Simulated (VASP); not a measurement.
# Ta (P6_3/mmc) in VASP: further runs

The runs below take Ta through relaxation of cell and atoms, with PBEsol+D3(BJ), PBEsol.

All numbers are computed with VASP 6.6.1; they aren't measurements. Logs are shortened: lines on timing, memory, paths and dates and some standing lists are left out, and cuts for length are marked.

### 1 The cell of the first run

The structure is hexagonal, space group P6_3/mmc (No. 194). The conventional cell has a = 2.900 Å, b = 2.900 Å, c = 5.166 Å, α = 90.00°, β = 90.00°, γ = 120.00°. Within 3.8 Å of Ta (site symmetry -6m2) lie 12 Ta at 2.90 to 3.08 Å.

### 2 Relaxation of cell and atoms, PBEsol+D3(BJ)

The input, INCAR:

```
SYSTEM = Ta
PREC = Accurate ; ENCUT = 600
EDIFF = 1E-6 ; ISMEAR = 0
SIGMA = 0.1 ; LREAL = .FALSE.
LASPH = .TRUE. ; NELM = 60
ALGO = Normal ; ISIF = 3
LWAVE = .FALSE. ; LCHARG = .FALSE.
GGA = PS ; IVDW = 12
IBRION = 2 ; NSW = 80
EDIFFG = -0.01
```

The input, KPOINTS:

```
Automatic mesh
0
G
  11 11 6
  0 0 0
```

The input, POSCAR:

```
Ta
1.0
    2.9003720000      0.0000000000      0.0000000000
   -1.4501860000      2.5117958324      0.0000000000
    0.0000000000      0.0000000000      5.1662740000
Ta
2
Direct
    0.6666666667      0.3333333333      0.7500000000
    0.3333333333      0.6666666667      0.2500000000
```

Potentials or basis: VASP PAW PBE potentials, release 64 (Ta_pv).

Command:

```sh
cat potpaw_PBE.64/Ta_pv/POTCAR > POTCAR
mpirun -np 1 vasp_std > vasp.out
```

OUTCAR:

```text
SYSTEM = Ta
   PREC = Accurate
   ENCUT = 600
   EDIFF = 1E-6
   ISMEAR = 0
   LREAL = .FALSE.
   LASPH = .TRUE.
   NELM = 60
   ISIF = 3
   GGA = PS
   IVDW = 12
   IBRION = 2
   NSW = 80
   EDIFFG = -0.01
 IVDW          = 12

 ion  position               nearest neighbor table
   1  0.667  0.333  0.750-   2 3.08   2 3.08   2 3.08   2 3.08   2 3.08   2 3.08
   2  0.333  0.667  0.250-   1 3.08   1 3.08   1 3.08   1 3.08   1 3.08   1 3.08

  LATTYP: Found a hexagonal cell.
 ALAT       =     2.9003720000
 C/A-ratio  =     1.7812453023

  Lattice vectors:

 A1 = (   2.9003720000,   0.0000000000,   0.0000000000)
 A2 = (  -1.4501860000,   2.5117958324,   0.0000000000)
 A3 = (   0.0000000000,   0.0000000000,   5.1662740000)

Analysis of symmetry for initial positions (statically):
=====================================================================
 Subroutine PRICEL returns:
 Original cell was already a primitive cell.

 Routine SETGRP: Setting up the symmetry group for a
 hexagonal supercell.

 Subroutine GETGRP returns: Found 24 space group operations
 (whereof 12 operations were pure point group operations)
 out of a pool of 24 trial point group operations.

The static configuration has the point symmetry D_3d.
 The point group associated with its full space group is D_6h.

Analysis of symmetry for dynamics (positions and initial velocities):
=====================================================================
 Subroutine PRICEL returns:
 Original cell was already a primitive cell.

 Routine SETGRP: Setting up the symmetry group for a
 hexagonal supercell.

 Subroutine GETGRP returns: Found 24 space group operations
 (whereof 12 operations were pure point group operations)
 out of a pool of 24 trial point group operations.

The dynamic configuration has the point symmetry D_3d.
 The point group associated with its full space group is D_6h.

 Subroutine INISYM returns: Found 24 space group operations
 (whereof 12 operations are pure point group operations),
 and found     1 'primitive' translations

----------------------------------------------------------------------------------------

                                     Primitive cell

  volume of cell :      37.6370

  direct lattice vectors                    reciprocal lattice vectors
     2.900372000  0.000000000  0.000000000     0.344783359  0.199060765  0.000000000
    -1.450186000  2.511795832  0.000000000     0.000000000  0.398121530  0.000000000
     0.000000000  0.000000000  5.166274000     0.000000000  0.000000000  0.193563098

  length of vectors
     2.900372000  2.900372000  5.166274000     0.398121530  0.398121530  0.193563098

  position of ions in fractional coordinates (direct lattice)
     0.666666667  0.333333333  0.750000000
     0.333333333  0.666666667  0.250000000

  ion indices of the primitive-cell ions
   primitive index   ion index
                 1           1
                 2           2

----------------------------------------------------------------------------------------

 KPOINTS: Automatic mesh

Automatic generation of k-mesh.
 Grid dimensions read from file:
 generate k-points for:   11   11    6

 Generating k-lattice:

  Cartesian coordinates                     Fractional coordinates (reciprocal lattice)
     0.031343942  0.018096433  0.000000000     0.090909091  0.000000000  0.000000000
     0.000000000  0.036192866  0.000000000     0.000000000  0.090909091  0.000000000
     0.000000000  0.000000000  0.032260516     0.000000000  0.000000000  0.166666667

  Length of vectors
     0.036192866  0.036192866  0.032260516

  Shift w.r.t. Gamma in fractional coordinates (k-lattice)
     0.000000000  0.000000000  0.000000000

 Subroutine IBZKPT returns following result:
 ===========================================

 Found     64 irreducible k-points:

 Following reciprocal coordinates:
            Coordinates               Weight
  0.000000  0.000000  0.000000      1.000000
  0.090909 -0.000000  0.000000      6.000000
  0.181818 -0.000000  0.000000      6.000000
  0.272727 -0.000000  0.000000      6.000000
  0.363636 -0.000000  0.000000      6.000000
  0.454545 -0.000000  0.000000      6.000000
[... 16 lines left out ...]
  0.090909  0.090909  0.166667     12.000000
  0.181818  0.090909  0.166667     24.000000
 [... further k-points ...]
   k-points           NKPTS =     64   k-points in BZ     NKDIM =     64   number of bands    NBANDS=     15
   number of dos      NEDOS =    301   number of ions     NIONS =      2
   total plane-waves  NPLWV =  24192
   dimension x,y,z NGX =    24 NGY =   24 NGZ =   42
   dimension x,y,z NGXF=    48 NGYF=   48 NGZF=   84
   ions per type =               2
   NGX,Y,Z   is equivalent  to a cutoff of  13.76, 13.76, 13.52 a.u.
   NGXF,Y,Z  is equivalent  to a cutoff of  27.51, 27.51, 27.03 a.u.
 SYSTEM =  Ta
   PREC   = accura    normal or accurate (medium, high low for compatibility)
   ISTART =      0    job   : 0-new  1-cont  2-samecut
   ICHARG =      2    charge: 1-file 2-atom 10-const
   ISPIN  =      1    spin polarized calculation?
   LNONCOLLINEAR =      F non collinear calculations
   LSORBIT =      F    spin-orbit coupling
   LASPH  =      T    aspherical Exc in radial PAW
   ENCUT  =  600.0 eV  44.10 Ry    6.64 a.u.   5.79  5.79 10.32*2*pi/ulx,y,z
   NELM   =     60;   NELMIN=  2; NELMDL= -5     # of ELM steps
   EDIFF  = 0.1E-05   stopping-criterion for ELM
   LREAL  =      F    real-space projection
   EDIFFG = -.1E-01   stopping-criterion for IOM
   NSW    =     80    number of steps for IOM
   IBRION =      2    ionic relax: 0-MD 1-quasi-New 2-CG
   NFREE  =      1    steps in history (QN), initial steepest desc. (CG)
   ISIF   =      3    stress and relaxation
   ISYM   =      2    0-nonsym 1-usesym 2-fastsym
   POTIM  = 0.5000    time-step for ionic-motion
   TEBEG  =    0.0;   TEEND  =   0.0 temperature during run
   PSTRESS=    0.0 pullay stress
   NELECT =      22.0000    total number of electrons
   NUPDOWN=      -1.0000    fix difference up-down
   EMIN   =  10.00;   EMAX   =-10.00  energy-range for DOS
   EFERMI =   0.00;   METHOD = LEGACY
   ISMEAR =     0;   SIGMA  =   0.10  broadening in eV -4-tet -1-fermi 0-gaus
   EFERMI_NEDOS =   21; number of points for ismear=-14 and -15
   IALGO  =     38    algorithm
   IMIX   =      4    mixing-type and parameters
     AMIX     =   0.40;   BMIX     =  1.00
     AMIX_MAG =   1.60;   BMIX_MAG =  1.00
  volume/ion in A,a.u.               =      18.82       126.99
  Fermi-wavevector in a.u.,A,eV,Ry     =   1.368812  2.586680 25.492517  1.873647
  Thomas-Fermi vector in A             =   2.494743
   LORBIT       =      0    0 simple, 1 ext, 2 COOP (PROOUT), +10 PAW based schemes
   GGA     = PS    functional components
   LHFCALC =     F    Hartree Fock is set to
   AEXX    =    0.0000 exact exchange contribution
   IVDW    =    12    specifies the selected vdW correction
   LEPSILON=     F    determine dielectric tensor
   LRPA    =     F    only Hartree local field effects (RPA)
 conjugate gradient relaxation of ions
 non-spin polarized calculation
 Gauss-broadening in eV      SIGMA  =   0.10
  energy-cutoff  :      600.00
  volume of cell :       37.64
 maximum number of plane-waves:      1275
 NGX is ok and might be reduce to    24
   NGX = 11   NGY = 11   NGZ = 21

--------------------------------------- Ionic step        1  -------------------------------------------

 number of electron      22.0000002 magnetization

 Free energy of the ion-electron system (eV)
  ---------------------------------------------------
  ext. energy  EPLUGINS =         0.00000000
  ---------------------------------------------------
  free energy    TOTEN  =       -24.49918041 eV

  energy without entropy =      -24.49041237  energy(sigma->0) =      -24.49479639

------------------------ aborting loop because EDIFF is reached ----------------------------------------

 Edisp (eV)   -1.39297

 E8    (eV) :    -1.0353

  FORCE on cell =-STRESS in cart. coord.  units (eV):
  Direction    XX          YY          ZZ          XY          YZ          ZX
  --------------------------------------------------------------------------------------
  -------------------------------------------------------------------------------------
  Total      -3.11870    -3.11870    -2.97667    -0.00000     0.00000     0.00000
  in kB    -132.76027  -132.76027  -126.71452    -0.00000     0.00000     0.00000
  external pressure =     -130.75 kB  Pullay stress =        0.00 kB
[... 97 lines left out ...]
  FREE ENERGIE OF THE ION-ELECTRON SYSTEM (eV)
  ---------------------------------------------------
  free  energy   TOTEN  =       -25.9989748805 eV

  energy  without entropy=      -25.9908932719  energy(sigma->0) =      -25.99493408

[... ionic steps 4 to 7 ...]

--------------------------------------- Ionic step        8  -------------------------------------------

 number of electron      22.0000000 magnetization

------------------------ aborting loop because EDIFF is reached ----------------------------------------

 Edisp (eV)   -1.49398

 E8    (eV) :    -1.1103
[... 69 lines left out ...]
  energy  without entropy=      -25.9916012112  energy(sigma->0) =      -25.99566774

--------------------------------------- Ionic step       10  -------------------------------------------

 number of electron      22.0000000 magnetization

 Free energy of the ion-electron system (eV)
  ---------------------------------------------------
  ext. energy  EPLUGINS =         0.00000000
  ---------------------------------------------------
  free energy    TOTEN  =       -24.50709553 eV

  energy without entropy =      -24.49894821  energy(sigma->0) =      -24.50302187

 E-fermi :   5.9471     XC(G=0): -12.8445

 val. band max:        5.9337164534   @ k =   0.0909   0.0909   0.1667
 cond. band min:       5.9481324204   @ k =   0.1818   0.1818   0.0000
 fundamental gap:      0.0144159669
 Fermi energy:         5.9471474425

 k-point     1 :       0.0000    0.0000    0.0000
  band No.  band energies     occupation
      1     -28.5523      2.00000
      2     -27.5107      2.00000
      3     -27.3884      2.00000
      4     -27.3884      2.00000
      5     -27.2839      2.00000
      6     -27.2839      2.00000
      7      -2.4952      2.00000
      8       0.8254      2.00000
      9       5.3268      2.00000
     10       6.0846      0.05187
     11       6.5385      0.00000
     12       6.5385      0.00000
     13       7.1678      0.00000
     14       7.1678      0.00000
     15       9.0898      0.00000
[... 397 lines left out ...]
 k-point    24 :       0.1818    0.0909    0.1667
  band No.  band energies     occupation
      1     -28.3136      2.00000
      2     -27.9540      2.00000
      3     -27.9117      2.00000
      4     -27.5931      2.00000
      5     -27.5348      2.00000
      6     -27.4417      2.00000
      7      -0.2046      2.00000
      8       2.6866      2.00000
      9       3.7816      2.00000
     10       4.6816      2.00000
     11       5.5481      2.00000
     12       6.2543      0.00001
     13       7.7825      0.00000
     14       7.8887      0.00000
     15       9.1108      0.00000

 [... further k-points ...]

------------------------ aborting loop because EDIFF is reached ----------------------------------------

 Edisp (eV)   -1.49270

 E8    (eV) :    -1.1094

  FORCE on cell =-STRESS in cart. coord.  units (eV):
  Direction    XX          YY          ZZ          XY          YZ          ZX
  --------------------------------------------------------------------------------------
  -------------------------------------------------------------------------------------
  Total       0.00116     0.00116     0.00418     0.00000    -0.00000    -0.00000
  in kB       0.05311     0.05311     0.19048     0.00000    -0.00000    -0.00000
  external pressure =        0.10 kB  Pullay stress =        0.00 kB
[... 17 lines left out ...]
  FREE ENERGIE OF THE ION-ELECTRON SYSTEM (eV)
  ---------------------------------------------------
  free  energy   TOTEN  =       -25.9998002232 eV

  energy  without entropy=      -25.9916529071  energy(sigma->0) =      -25.99572657

 reached required accuracy - stopping structural energy minimisation
```

Run time: 71 s. Hardware: 1 thread of Intel Xeon Platinum 8559C (Emerald Rapids), shared host; peak memory 0.2 GiB.

What came out:

* Free energy: -25.9998 eV
* Relaxed volume: 17.57 Å³/atom
* Relaxed cell: a = 2.838 Å, b = 2.838 Å, c = 5.039 Å, α = 90.00°, β = 90.00°, γ = 120.00°
* Space group after relaxing (to 0.05 Å): P6_3/mmc (No. 194)
* Energy gained by relaxing: 53.8 meV/atom
* Ionic steps: 10
* Pressure after relaxing: 0.0 GPa
* Band gap on the k mesh: zero (band 11 reaches 7.60 eV, above the bottom of band 12 at 5.14 eV)
* Dispersion energy per atom: -0.746 eV

The path:
| step | energy change (eV) | largest force (eV/Å) | pressure (GPa) | volume (Å³) |
| --- | --- | --- | --- | --- |
| 1 | 0.0000 | 0.0000 | -13.07 | 37.64 |
| 2 | 0.5843 | 0.0000 | 47.39 | 29.88 |
| 3 | -0.1068 | 0.0000 | -0.98 | 35.31 |
| 4 | -0.1073 | 0.0000 | -0.13 | 35.17 |
| 5 | -0.1073 | 0.0000 | 0.16 | 35.13 |
| 6 | -0.1076 | 0.0000 | 0.18 | 35.11 |
| 7 | -0.1076 | 0.0000 | 0.18 | 35.11 |
| 8 | -0.1076 | 0.0000 | 0.19 | 35.11 |
| 9 | -0.1076 | 0.0000 | -0.37 | 35.20 |
| 10 | -0.1076 | 0.0000 | 0.01 | 35.14 |

Final structure:
```yaml
crystal:
  lattice:
    - [2.83782, 0.00000, 0.00000]
    - [-1.41891, 2.45762, 0.00000]
    - [0.00000, 0.00000, 5.03874]
  atoms:
    - { symbol: Ta, position: [0.66667, 0.33333, 0.75000] }
    - { symbol: Ta, position: [0.33333, 0.66667, 0.25000] }
```

Levels at points of the mesh, in eV from the Fermi level:
| k point | band 9 | band 10 | band 11 | band 12 | band 13 | band 14 |
| --- | --- | --- | --- | --- | --- | --- |
| (0.00, 0.00, 0.00) | -0.62 | 0.14 | 0.59 | 0.59 | 1.22 | 1.22 |
| (0.00, 0.00, 0.50) | -1.23 | -1.23 | 0.64 | 0.64 | 0.64 | 0.64 |

Caveat: the PAW data sets were made with another functional, which shifts forces and pressure a little; spin-orbit coupling is left out, which moves the levels of the heavy elements; pairwise dispersion overbinds metals, which lowers pressure and volume.

[end of part 1 of 2]
